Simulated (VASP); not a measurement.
Runs of VASP 6.6.1 on Re. The structure is that of space group Im-3m (No. 229), or close to it. The cells are those of the table. This isn't the form of Re at room conditions, which is hcp.

```csv
task,cell,gap on the mesh (eV),pressure (GPa)
single point,"a = 2.627 Å, angles 109.5°, 1 atom",none,17.1
single point,"a = 2.658 Å, angles 109.5°, 1 atom",none,1.6
relaxation of cell and atoms,"relaxed to 45 GPa from a = 2.676 Å, angles 109.5°, 1 atom",none,45.0
single point,"a = 2.600 Å, angles 109.5°, 1 atom",none,(a)
single point,"a = 2.577 Å, angles 109.5°, 1 atom",none,48.1
relaxation of cell and atoms,"relaxed to 15 GPa from a = 2.676 Å, angles 109.5°, 1 atom",none,15.0
relaxation of cell and atoms,"relaxed from a = 2.676 Å, angles 109.5°, 1 atom",none,0.0
relaxation of cell and atoms,"relaxed to 30 GPa from a = 2.676 Å, angles 109.5°, 1 atom",none,30.1
```

Alike in all rows: level LDA; potentials or basis VASP PAW LDA potentials, release 64 (Re); no spin polarisation; k mesh 10 × 10 × 10; cutoff (eV) 600; smearing gaussian 0.05 eV.

Fill in the values left out.

(a) 32.6.

Caveats: spin-orbit coupling is left out, which moves the levels of the heavy elements; the cell stands under pressure (at least some runs); the cell is relaxed towards a set pressure, so the run minimises the enthalpy, not the energy (at least some runs).

A k mesh can miss the band edges, and the runs leave out spin-orbit coupling on Re.

A gap of «none» marks levels without a gap at the run's occupations.
